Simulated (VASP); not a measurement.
# MnIr (R-3m) in VASP: notebook

Runs on MnIr. Level: LDA. Tasks: single point.

All numbers are computed with VASP 6.6.1; they aren't measurements. Logs are shortened: lines on timing, memory, paths and dates and some standing lists are left out, and cuts for length are marked.

## Step 1: The cell of the first run

The structure is trigonal, space group R-3m (No. 166). The conventional cell has a = 2.649 Å, b = 2.649 Å, c = 12.720 Å, α = 90.00°, β = 90.00°, γ = 120.00°. Within 3.4 Å of Mn (site symmetry -3m) lie 6 Ir at 2.61 Å and 6 Mn at 2.65 Å. Ir (site symmetry -3m) has 6 Mn at 2.61 Å and 6 Ir at 2.65 Å within 3.4 Å.

## Step 2: Single point, LDA, collinear spin, ferromagnetic start

File INCAR:

```
SYSTEM = MnIr
ALGO = Normal ; EDIFF = 1E-6
ENCUT = 520 ; GGA = CA
ISIF = 2 ; ISMEAR = -1
ISPIN = 2 ; LASPH = .True.
LCHARG = .False. ; LMAXMIX = 4
LORBIT = 11 ; LREAL = .False.
LWAVE = .False. ; MAGMOM = 2.8 0
NBANDS = 22 ; NELM = 150
PREC = Accurate ; SIGMA = 0.1
```

File KPOINTS:

```
k-points
0
Gamma
  10 10 10
  0 0 0
```

File POSCAR:

```
MnIr
1.0
    1.3246000000      0.7647600000      4.2398600000
   -1.3246000000      0.7647600000      4.2398600000
    0.0000000000     -1.5295100000      4.2398600000
Mn Ir
1 1
Direct
    0.5000000000      0.5000000000      0.5000000000
    0.0000000000      0.0000000000      0.0000000000
```

Potentials or basis: VASP PAW LDA potentials, release 64 (Mn_pv, Ir).

Launch:

```
$ cat potpaw_LDA.64/Mn_pv/POTCAR potpaw_LDA.64/Ir/POTCAR > POTCAR
$ mpirun -np 1 vasp_std > vasp.out
```

OUTCAR:

```text
SYSTEM = MnIr
   EDIFF = 1E-6
   ENCUT = 520
   GGA = CA
   ISIF = 2
   ISMEAR = -1
   ISPIN = 2
   LASPH = .True.
   LORBIT = 11
   LREAL = .False.
   NELM = 150
   PREC = Accurate

 ion  position               nearest neighbor table
   1  0.500  0.500  0.500-   2 2.61   2 2.61   2 2.61   2 2.61   2 2.61   2 2.61
   2  0.000  0.000  0.000-   1 2.61   1 2.61   1 2.61   1 2.61   1 2.61   1 2.61

  LATTYP: Found a trigonal (rhomboedric) cell.
 ALAT       =     4.5073091570
 COS(alpha) =     0.8272711815

  Lattice vectors:

 A1 = (   1.3246000000,   0.7647600000,   4.2398600000)
 A2 = (  -1.3246000000,   0.7647600000,   4.2398600000)
 A3 = (   0.0000000000,  -1.5295100000,   4.2398600000)

Analysis of symmetry for initial positions (statically):
=====================================================================
 Subroutine PRICEL returns:
 Original cell was already a primitive cell.

 Routine SETGRP: Setting up the symmetry group for a
 trigonal (rhombohedral) supercell.

 Subroutine GETGRP returns: Found 12 space group operations
 (whereof 12 operations were pure point group operations)
 out of a pool of 12 trial point group operations.

The static configuration has the point symmetry D_3d.

Analysis of symmetry for dynamics (positions and initial velocities):
=====================================================================
 Subroutine PRICEL returns:
 Original cell was already a primitive cell.

 Routine SETGRP: Setting up the symmetry group for a
 trigonal (rhombohedral) supercell.

 Subroutine GETGRP returns: Found 12 space group operations
 (whereof 12 operations were pure point group operations)
 out of a pool of 12 trial point group operations.

The dynamic configuration has the point symmetry D_3d.

Analysis of structural, dynamic, and magnetic symmetry:
=====================================================================
 Subroutine PRICEL returns:
 Original cell was already a primitive cell.

 Routine SETGRP: Setting up the symmetry group for a
 trigonal (rhombohedral) supercell.

 Subroutine GETGRP returns: Found 12 space group operations
 (whereof 12 operations were pure point group operations)
 out of a pool of 12 trial point group operations.

The overall configuration has the point symmetry D_3d.

 Subroutine INISYM returns: Found 12 space group operations
 (whereof 12 operations are pure point group operations),
 and found     1 'primitive' translations

----------------------------------------------------------------------------------------

                                     Primitive cell

  volume of cell :      25.7698

  direct lattice vectors                    reciprocal lattice vectors
     1.324600000  0.764760000  4.239860000     0.377472445  0.217934245  0.078618777
    -1.324600000  0.764760000  4.239860000    -0.377472445  0.217934245  0.078618777
     0.000000000 -1.529510000  4.239860000     0.000000000 -0.435868490  0.078619291

  length of vectors
     4.507309157  4.507309157  4.507306697     0.442901449  0.442901449  0.442902171

  position of ions in fractional coordinates (direct lattice)
     0.500000000  0.500000000  0.500000000
     0.000000000  0.000000000  0.000000000

  ion indices of the primitive-cell ions
   primitive index   ion index
                 1           1
                 2           2

----------------------------------------------------------------------------------------

 KPOINTS: k-points

Automatic generation of k-mesh.
 Grid dimensions read from file:
 generate k-points for:   10   10   10

 Generating k-lattice:

  Cartesian coordinates                     Fractional coordinates (reciprocal lattice)
     0.037747244  0.021793424  0.007861878     0.100000000  0.000000000  0.000000000
    -0.037747244  0.021793424  0.007861878     0.000000000  0.100000000  0.000000000
     0.000000000 -0.043586849  0.007861929     0.000000000  0.000000000  0.100000000

  Length of vectors
     0.044290145  0.044290145  0.044290217

  Shift w.r.t. Gamma in fractional coordinates (k-lattice)
     0.000000000  0.000000000  0.000000000

 Subroutine IBZKPT returns following result:
 ===========================================

 Found    116 irreducible k-points:

 Following reciprocal coordinates:
            Coordinates               Weight
  0.000000  0.000000  0.000000      1.000000
  0.100000 -0.000000 -0.000000      6.000000
  0.200000 -0.000000 -0.000000      6.000000
  0.300000  0.000000 -0.000000      6.000000
  0.400000  0.000000 -0.000000      6.000000
  0.500000 -0.000000 -0.000000      3.000000
[... 16 lines left out ...]
  0.300000  0.300000 -0.000000      6.000000
  0.400000  0.300000  0.000000     12.000000
 [... further k-points ...]
   k-points           NKPTS =    116   k-points in BZ     NKDIM =    116   number of bands    NBANDS=     22
   number of dos      NEDOS =    301   number of ions     NIONS =      2
   total plane-waves  NPLWV =  46656
   dimension x,y,z NGX =    36 NGY =   36 NGZ =   36
   dimension x,y,z NGXF=    72 NGYF=   72 NGZF=   72
   ions per type =               1   1
   NGX,Y,Z   is equivalent  to a cutoff of  13.28, 13.28, 13.28 a.u.
   NGXF,Y,Z  is equivalent  to a cutoff of  26.56, 26.56, 26.56 a.u.
 SYSTEM =  MnIr
   PREC   = accura    normal or accurate (medium, high low for compatibility)
   ISTART =      0    job   : 0-new  1-cont  2-samecut
   ICHARG =      2    charge: 1-file 2-atom 10-const
   ISPIN  =      2    spin polarized calculation?
   LNONCOLLINEAR =      F non collinear calculations
   LSORBIT =      F    spin-orbit coupling
   LASPH  =      T    aspherical Exc in radial PAW
   ENCUT  =  520.0 eV  38.22 Ry    6.18 a.u.   8.38  8.38  8.38*2*pi/ulx,y,z
   NELM   =    150;   NELMIN=  2; NELMDL= -5     # of ELM steps
   EDIFF  = 0.1E-05   stopping-criterion for ELM
   LREAL  =      F    real-space projection
   EDIFFG = 0.1E-04   stopping-criterion for IOM
   NSW    =      0    number of steps for IOM
   IBRION =     -1    ionic relax: 0-MD 1-quasi-New 2-CG
   NFREE  =      0    steps in history (QN), initial steepest desc. (CG)
   ISIF   =      2    stress and relaxation
   ISYM   =      2    0-nonsym 1-usesym 2-fastsym
   POTIM  = 0.5000    time-step for ionic-motion
   TEBEG  =    0.0;   TEEND  =   0.0 temperature during run
   PSTRESS=    0.0 pullay stress
   NELECT =      22.0000    total number of electrons
   NUPDOWN=      -1.0000    fix difference up-down
   EMIN   =  10.00;   EMAX   =-10.00  energy-range for DOS
   EFERMI =   0.00;   METHOD = LEGACY
   ISMEAR =    -1;   SIGMA  =   0.10  broadening in eV -4-tet -1-fermi 0-gaus
   EFERMI_NEDOS =   21; number of points for ismear=-14 and -15
   IALGO  =     38    algorithm
   IMIX   =      4    mixing-type and parameters
     AMIX     =   0.40;   BMIX     =  1.00
     AMIX_MAG =   1.60;   BMIX_MAG =  1.00
  volume/ion in A,a.u.               =      12.88        86.95
  Fermi-wavevector in a.u.,A,eV,Ry     =   1.553026  2.934794 32.815763  2.411891
  Thomas-Fermi vector in A             =   2.657317
   LORBIT       =     11    0 simple, 1 ext, 2 COOP (PROOUT), +10 PAW based schemes
   GGA     = CA    functional components
   LHFCALC =     F    Hartree Fock is set to
   AEXX    =    0.0000 exact exchange contribution
   IVDW    =     0    specifies the selected vdW correction
   LEPSILON=     F    determine dielectric tensor
   LRPA    =     F    only Hartree local field effects (RPA)
 spin polarized calculation
  energy-cutoff  :      520.00
  volume of cell :       25.77
 maximum number of plane-waves:       707
 NGX is ok and might be reduce to    36
   NGX = 17   NGY = 17   NGZ = 17

 number of electron      22.0000000 magnetization       0.5410468

 Free energy of the ion-electron system (eV)
  ---------------------------------------------------
  ext. energy  EPLUGINS =         0.00000000
  ---------------------------------------------------
  free energy    TOTEN  =       -20.51444386 eV

  energy without entropy =      -20.42204908  energy(sigma->0) =      -20.46824647

 E-fermi :   9.7878     XC(G=0): -14.0167

 val. band max:        9.7815186636   @ k =   0.4000   0.3000   0.3000
 cond. band min:       9.7916556496   @ k =   0.5000   0.2000   0.2000
 fundamental gap:      0.0101369859
 Fermi energy:         9.7877553367

 spin component 1

 k-point     1 :       0.0000    0.0000    0.0000
  band No.  band energies     occupation
      1     -38.1983      1.00000
      2     -37.8971      1.00000
      3     -37.8971      1.00000
      4      -0.2094      1.00000
      5       3.2546      1.00000
      6       6.1442      1.00000
[... 14 lines left out ...]
     21      32.8939      0.00000
     22      32.8940      0.00000

 k-point     2 :       0.1000   -0.0000   -0.0000
  band No.  band energies     occupation
      1     -38.1950      1.00000
      2     -37.9268      1.00000
      3     -37.9042      1.00000
      4       0.2151      1.00000
      5       3.5375      1.00000
      6       5.8795      1.00000
[... 542 lines left out ...]
 k-point    24 :       0.4000    0.3000    0.0000
  band No.  band energies     occupation
      1     -38.1667      1.00000
      2     -38.1369      1.00000
      3     -37.9706      1.00000
      4       2.8988      1.00000
      5       3.9598      1.00000
      6       4.9044      1.00000
[... 14 lines left out ...]
     21      30.7621      0.00000
     22      32.7835      0.00000

 [... further k-points ...]

 spin component 2

 k-point     1 :       0.0000    0.0000    0.0000
  band No.  band energies     occupation
      1     -37.6455      1.00000
      2     -37.3752      1.00000
      3     -37.3752      1.00000
      4      -0.1693      1.00000
      5       3.3115      1.00000
      6       6.1772      1.00000
[... 14 lines left out ...]
     21      32.9296      0.00000
     22      32.9297      0.00000

 k-point     2 :       0.1000   -0.0000   -0.0000
  band No.  band energies     occupation
      1     -37.6421      1.00000
      2     -37.4055      1.00000
      3     -37.3824      1.00000
      4       0.2569      1.00000
      5       3.5922      1.00000
      6       5.9113      1.00000
[... 542 lines left out ...]
 k-point    24 :       0.4000    0.3000    0.0000
  band No.  band energies     occupation
      1     -37.6203      1.00000
      2     -37.6129      1.00000
      3     -37.4501      1.00000
      4       2.9366      1.00000
      5       4.0304      1.00000
      6       5.0059      1.00000
[... 14 lines left out ...]
     21      30.8473      0.00000
     22      32.8729      0.00000

 [... further k-points ...]
[... 5 lines left out ...]
  --------------------------------------------------------------------------------------
  -------------------------------------------------------------------------------------
  Total       -2.5588360     -2.5588260     -2.5737065      0.0000000     -0.0000020      0.0000000
  in kB     -159.0897668   -159.0891428   -160.0143037      0.0000000     -0.0001258      0.0000000
  external PRESSURE =    -159.3977378 kB  Pullay stress =       0.0000000 kB

 VOLUME and BASIS-vectors are now :
 -----------------------------------------------------------------------------
  energy-cutoff  :      520.00
  volume of cell :       25.77
      direct lattice vectors                 reciprocal lattice vectors
     1.324600000  0.764760000  4.239860000     0.377472445  0.217934245  0.078618777
    -1.324600000  0.764760000  4.239860000    -0.377472445  0.217934245  0.078618777
     0.000000000 -1.529510000  4.239860000     0.000000000 -0.435868490  0.078619291

 POSITION                                       TOTAL-FORCE (eV/Angst)
 -----------------------------------------------------------------------------------
      0.00000      0.00001      6.35979         0.000000      0.000000      0.000000
      0.00000      0.00000      0.00000        -0.000000     -0.000000     -0.000000
 -----------------------------------------------------------------------------------
    total drift:                                0.000000     -0.000000      0.000000

  FREE ENERGIE OF THE ION-ELECTRON SYSTEM (eV)
  ---------------------------------------------------
  free  energy   TOTEN  =       -20.5144438625 eV

  energy  without entropy=      -20.4220490791  energy(sigma->0) =      -20.46824647

 total charge

# of ion       s       p       d       tot
------------------------------------------
    1        0.357   6.330   5.106  11.793
    2        0.741   0.786   7.014   8.541
--------------------------------------------------
tot          1.097   7.116  12.120  20.334

 magnetization (x)

# of ion       s       p       d       tot
------------------------------------------
    1        0.000   0.003   0.532   0.535
    2       -0.002  -0.004  -0.007  -0.013
--------------------------------------------------
tot         -0.002  -0.000   0.525   0.523
```

Run time: 8 min. Hardware: 1 thread of Intel Xeon 8259CL, shared host; peak memory 0.28 GiB.

What came out:

* Free energy: -20.5144 eV
* Pressure: -15.9 GPa
* Net moment: 0.54 μB per cell
* Site moments: Mn +0.54; Ir -0.01 μB
* Valence electrons inside the program's atomic spheres: Mn 11.79; Ir 8.54

Levels at points of the mesh, in eV from the Fermi level:
Spin up:
```csv
k point,band 7,band 8,band 9,band 10,band 11,band 12,band 13,band 14,band 15,band 16
"(0.00, 0.00, 0.00)",-3.64,-1.94,-1.94,-1.83,-0.22,-0.22,0.07,1.22,1.22,8.20
"(0.50, 0.00, 0.00)",-3.22,-2.77,-1.62,-1.54,-0.53,0.98,1.61,3.27,4.83,8.60
"(0.50, 0.50, 0.00)",-2.73,-1.90,-0.19,0.92,1.10,1.23,1.63,1.76,2.48,7.74
"(0.50, 0.50, 0.50)",-3.42,-3.42,-1.93,-1.05,-1.05,-0.46,-0.46,-0.08,-0.08,13.74
```
Spin down:
| k point | band 9 | band 10 | band 11 | band 12 | band 13 | band 14 |
| --- | --- | --- | --- | --- | --- | --- |
| (0.00, 0.00, 0.00) | -1.74 | -1.53 | 0.13 | 0.20 | 0.20 | 1.52 |
| (0.50, 0.00, 0.00) | -1.54 | -1.28 | -0.04 | 1.47 | 1.62 | 3.57 |
| (0.50, 0.50, 0.00) | -0.13 | 1.39 | 1.47 | 1.50 | 1.88 | 1.91 |
| (0.50, 0.50, 0.50) | -1.58 | -0.63 | -0.63 | -0.46 | -0.46 | 0.45 |

Caveat: the cell stands under tension; spin-orbit coupling is left out, which moves the levels of the heavy elements.

## Step 3: Single point, LDA, collinear spin, ferromagnetic start

File INCAR:

```
SYSTEM = MnIr
PREC     = Accurate       ! precision mode
ENCUT    = 520            ! plane-wave cutoff, eV
EDIFF    = 1E-6           ! SCF threshold, eV
ISMEAR   = -1             ! smearing method
SIGMA    = 0.1            ! smearing width, eV
LREAL    = .FALSE.        ! projectors in reciprocal space
LASPH    = .TRUE.         ! aspherical terms in the spheres
NELM     = 150            ! most SCF steps
ALGO     = Normal         ! electronic algorithm
ISIF     = 2              ! what is computed and relaxed
LWAVE    = .FALSE.        ! write WAVECAR
LCHARG   = .FALSE.        ! write CHGCAR
ISPIN    = 2              ! spin polarisation
MAGMOM   = 2.8 0          ! initial moments
LORBIT   = 11             ! projections on sites
LMAXMIX  = 4              ! l up to which the mixer works
NBANDS   = 22             ! bands
```

File KPOINTS:

```
Automatic mesh
0
G
  10 10 10
  0 0 0
```

POSCAR is that of step 2.

Potentials or basis: VASP PAW LDA potentials, release 64 (Mn_pv, Ir).

Launch:

```
$ cat potpaw_LDA.64/Mn_pv/POTCAR potpaw_LDA.64/Ir/POTCAR > POTCAR
$ mpirun -np 1 vasp_std > vasp.out
```

Wall time 8.6 min (1 thread of Intel Xeon 8259CL, shared host); peak memory 0.28 GiB.

The run converged. Its results:

```
Free energy                                           : -20.5144 eV
Pressure                                              : -15.9 GPa
Net moment                                            : 0.54 μB per cell
Site moments                                          : Mn +0.54; Ir -0.01 μB
Valence electrons inside the program's atomic spheres : Mn 11.79; Ir 8.54
```

Stress tensor (GPa, compression positive):
```
-15.91   0.00   0.00
  0.00 -15.91   0.00
  0.00   0.00 -16.00
```

Levels at points of the mesh, in eV from the Fermi level:
Spin up:
| k point | band 7 | band 8 | band 9 | band 10 | band 11 | band 12 | band 13 | band 14 | band 15 | band 16 |
| --- | --- | --- | --- | --- | --- | --- | --- | --- | --- | --- |
| (0.00, 0.00, 0.00) | -3.64 | -1.94 | -1.94 | -1.83 | -0.22 | -0.22 | 0.07 | 1.22 | 1.22 | 8.20 |
| (0.50, 0.00, 0.00) | -3.22 | -2.77 | -1.62 | -1.54 | -0.53 | 0.98 | 1.61 | 3.27 | 4.83 | 8.60 |
| (0.50, 0.50, 0.00) | -2.73 | -1.90 | -0.19 | 0.92 | 1.10 | 1.23 | 1.63 | 1.76 | 2.48 | 7.74 |
| (0.50, 0.50, 0.50) | -3.42 | -3.42 | -1.93 | -1.05 | -1.05 | -0.46 | -0.46 | -0.08 | -0.08 | 13.74 |
Spin down:
```csv
k point,band 8,band 9,band 10,band 11,band 12,band 13,band 14,band 15
"(0.00, 0.00, 0.00)",-1.74,-1.74,-1.53,0.13,0.20,0.20,1.52,1.52
"(0.50, 0.00, 0.00)",-2.44,-1.54,-1.28,-0.04,1.47,1.62,3.57,4.89
"(0.50, 0.50, 0.00)",-1.53,-0.13,1.39,1.47,1.50,1.88,1.91,2.54
"(0.50, 0.50, 0.50)",-3.41,-1.58,-0.63,-0.63,-0.46,-0.46,0.45,0.45
```

Caveat: the cell stands under tension; spin-orbit coupling is left out, which moves the levels of the heavy elements.
